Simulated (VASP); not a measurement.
Cu, 2 atoms in the cell. The structure is monoclinic, space group P2_1/m (No. 11). The conventional cell has a = 2.424 Å, b = 4.037 Å, c = 2.424 Å, α = 90.00°, β = 112.80°, γ = 90.00°. Within 3.1 Å of Cu (site symmetry m) lie 12 Cu at 2.36 to 2.73 Å.  This cell differs from its parent crystal: atoms displaced along several vibrational modes.

| Item | Value |
| --- | --- |
| Program | VASP 6.6.1 |
| Task | single point |
| Functional | LDA |
| Potentials or basis | VASP PAW LDA potentials, release 64 (Cu) |
| Cutoff | 520 eV |
| k mesh | 20 × 20 × 12 |
| Occupations | gaussian, width 0.15 eV |
| Spin | no spin polarisation |
| Dipole correction | no |
| Further INCAR settings | ALGO = Fast; EDIFF = 1e-06; NBANDS = 18 |

Potentials or basis: VASP PAW LDA potentials, release 64 (Cu).

Command:

```bash
$ cat potpaw_LDA.64/Cu/POTCAR > POTCAR
$ mpirun -np 1 vasp_std > vasp.out
```

Hardware: 1 thread of AMD EPYC 9R45 (Zen 5), with other jobs on the host.

Problem. Estimate the wall time of this run.

Solution. It took 4.2 min on 1 thread of AMD EPYC 9R45 (Zen 5), on a shared host, peak memory 0.47 GiB. Counts: scf iterations 14, k points 1414.
